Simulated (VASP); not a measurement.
Ru: single point with PBE+D3(BJ)

Ru:

```
CELL_PARAMETERS angstrom
2.70580 0.00000 0.00000
-1.35290 2.34329 0.00000
0.00000 0.00000 4.28190
ATOMIC_POSITIONS crystal
Ru 0.33333 0.66667 0.25000
Ru 0.66667 0.33333 0.75000
```

```yaml
Program: VASP 6.6.1
Task: single point
Functional: PBE
Dispersion: D3(BJ)
Potentials_or_basis: VASP PAW PBE potentials, release 64 (Ru_pv)
Cutoff: 500 eV
k_mesh: 6 × 6 × 4
Occupations: gaussian, width 0.1 eV
Spin: no spin polarisation
Dipole_correction: no
Further_INCAR_settings: ALGO = Normal; EDIFF = 1e-06; NBANDS = 21
```

- Pressure: -2.4 GPa
- Band gap on the k mesh: zero (band 14 reaches 14.27 eV, above the bottom of band 15 at 11.46 eV)
- Dispersion energy per atom: -0.624 eV

Stress tensor (GPa, compression positive):
```
-0.39  0.00  0.00
 0.00 -0.39  0.00
 0.00  0.00 -6.41
```

Levels at points of the mesh, in eV from the Fermi level:
```csv
k point,band 11,band 12,band 13,band 14,band 15,band 16,band 17,band 18
"(0.00, 0.00, 0.00)",-2.66,-2.15,-2.15,-1.63,-1.63,0.95,0.95,1.06
"(0.50, 0.00, 0.00)",-2.31,-2.03,-1.76,1.19,1.61,1.68,3.83,5.89
"(0.00, 0.00, 0.50)",-3.00,-3.00,-2.95,-2.95,0.31,0.31,0.31,0.31
"(0.50, 0.00, 0.50)",-1.29,-1.29,0.21,0.21,1.45,1.45,3.16,3.16
```

Run time: 7.8 s on 1 thread of Intel Xeon 6975P-C, with other jobs on the host, peak memory 0.15 GiB.

Caveat: the k points lie up to 0.45 Å⁻¹ apart; pairwise dispersion overbinds metals, which lowers pressure and volume.
